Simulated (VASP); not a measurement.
Here is a VASP 6.6.1 calculation.

POSCAR

```
Al
1.0
    0.0000000000      2.0810232911      1.9145414278
    2.0810232911      0.0000000000      1.9145414278
    2.0810232911      2.0810232911      0.0000000000
Al
1
Direct
    0.0000000000      0.0000000000      0.0000000000
```

File INCAR.step1:

```
  PREC = Accurate
  ENCUT = 520
  ISMEAR = 0
  SIGMA = 0.15
  LREAL = False
  LASPH = True
  NELM = 60
  NBANDS = 8
  GGA = PE
  ALGO = Normal
  EDIFF = 1E-4
  LWAVE = True
  LCHARG = False
```

File INCAR.step2:

```
  PREC = Accurate
  ENCUT = 520
  EDIFF = 1E-6
  ISMEAR = 0
  SIGMA = 0.15
  LREAL = False
  LASPH = True
  NELM = 60
  ALGO = Normal
  ISIF = 2
  LWAVE = False
  LCHARG = False
  METAGGA = R2SCAN
  LMIXTAU = True
  NBANDS = 8
  ISTART = 1
```

Contents of KPOINTS:

```
regular mesh
0
Gamma
  22 22 22
```

Potentials or basis: VASP PAW PBE potentials, release 64 (Al).

The run is started by

```sh
$ cat potpaw_PBE.64/Al/POTCAR > POTCAR
$ cp INCAR.step1 INCAR
$ mpirun -np 1 vasp_std > vasp.out
$ cp INCAR.step2 INCAR
$ mpirun -np 1 vasp_std > vasp.out
```

(1) Predict the band gap on the k mesh.

(2) Predict the pressure.

Answers

(1) zero (an odd number of electrons rules out a gap without spin polarisation).

(2) -3.2 GPa.

Caveat: the stress differs along the axes, from -5 to 0 GPa; the PAW data sets were made with another functional, which shifts forces and pressure a little.
